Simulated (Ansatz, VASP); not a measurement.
# Sn3GeO8 in VASP and in Ansatz

File INCAR:

```
PREC     = Accurate       # precision mode
ENCUT    = 520            # plane-wave cutoff, eV
EDIFF    = 1E-7           # SCF threshold, eV
ISMEAR   = 0              # smearing method
SIGMA    = 0.1            # smearing width, eV
LREAL    = F              # projectors in reciprocal space
LASPH    = T              # aspherical terms in the spheres
NELM     = 80             # most SCF steps
ALGO     = Normal         # electronic algorithm
ISIF     = 2              # what is computed and relaxed
LWAVE    = F              # write WAVECAR
LCHARG   = F              # write CHGCAR
GGA      = PE             # functional
NBANDS   = 64             # bands
```

File KPOINTS:

```
Automatic mesh
0
Gamma
  4 4 2
```

File POSCAR:

```
Sn3GeO8
1.0
    3.3457949000     -3.3604079000      0.0000000000
    3.3457949000      3.3604079000      0.0000000000
    0.0000000000      0.0000000000      6.3189488000
Sn Ge O
3 1 8
Direct
    0.5000000000      0.5000000000      0.5000000000
    0.0000000000      0.0000000000      0.7564890000
    0.0000000000      0.0000000000      0.2435110000
    0.5000000000      0.5000000000      0.0000000000
    0.2071970000      0.2071970000      0.0000000000
    0.1923320000      0.1923320000      0.5000000000
    0.7928030000      0.7928030000      0.0000000000
    0.8076680000      0.8076680000      0.5000000000
    0.6871980000      0.3128020000      0.7659830000
    0.6871980000      0.3128020000      0.2340170000
    0.3128020000      0.6871980000      0.7659830000
    0.3128020000      0.6871980000      0.2340170000
```

Input for Ansatz:

```yaml
crystal:
  lattice:
    - [3.3457949, -3.3604079, 0.0]
    - [3.3457949, 3.3604079, 0.0]
    - [0.0, 0.0, 6.3189488]
  atoms:
    - { symbol: Sn, position: [0.5, 0.5, 0.5] }
    - { symbol: Sn, position: [0.0, 0.0, 0.756489] }
    - { symbol: Sn, position: [0.0, 0.0, 0.243511] }
    - { symbol: Ge, position: [0.5, 0.5, 0.0] }
    - { symbol: O, position: [0.207197, 0.207197, 0.0] }
    - { symbol: O, position: [0.192332, 0.192332, 0.5] }
    - { symbol: O, position: [0.792803, 0.792803, 0.0] }
    - { symbol: O, position: [0.807668, 0.807668, 0.5] }
    - { symbol: O, position: [0.687198, 0.312802, 0.765983] }
    - { symbol: O, position: [0.687198, 0.312802, 0.234017] }
    - { symbol: O, position: [0.312802, 0.687198, 0.765983] }
    - { symbol: O, position: [0.312802, 0.687198, 0.234017] }
basis:
  ecutwfc: 420
kpoints:
  mp_grid: { grid: [4, 4, 2] }
hamiltonian:
  xc: pbe
scf:
  occupations: { method: gaussian, width: 0.1 }
  lower_state_search: "off"
output:
  forces: true
  stress: true
  eigenvalues: true
```

Alike in both runs: task single point; functional PBE; k mesh 4 × 4 × 2; occupations gaussian, width 0.1 eV; no spin polarisation.

|  | VASP | Ansatz |
| --- | --- | --- |
| version | VASP 6.6.1 | Ansatz 0.2.0 |
| potentials or method | VASP PAW PBE potentials, release 64 (Sn_d, Ge_d, O), cutoff 520 eV | scalar-relativistic, plane waves, PAW |
| valence electrons in the cell | 104 | 104 |

Ansatz gave:

- gap on the k mesh at the Fermi level (eV): 0.63
- least direct gap on the mesh (eV): 0.63
- pressure (GPa): 0.0
- traceless stress, the component that is largest in VASP (GPa): 0.11
- rms of the force components (eV/Å): 0.003

Question: Which values does VASP return?

Answer: gap on the k mesh at the Fermi level (eV): 0.62; least direct gap on the mesh (eV): 0.62; pressure (GPa): 0.5; traceless stress, the component that is largest in VASP (GPa): 0.34; rms of the force components (eV/Å): 0.014.

Atom by atom the forces differ by 0.013 eV/Å (rms over components).

The k mesh is coarse, so the values compare programs but aren't converged.
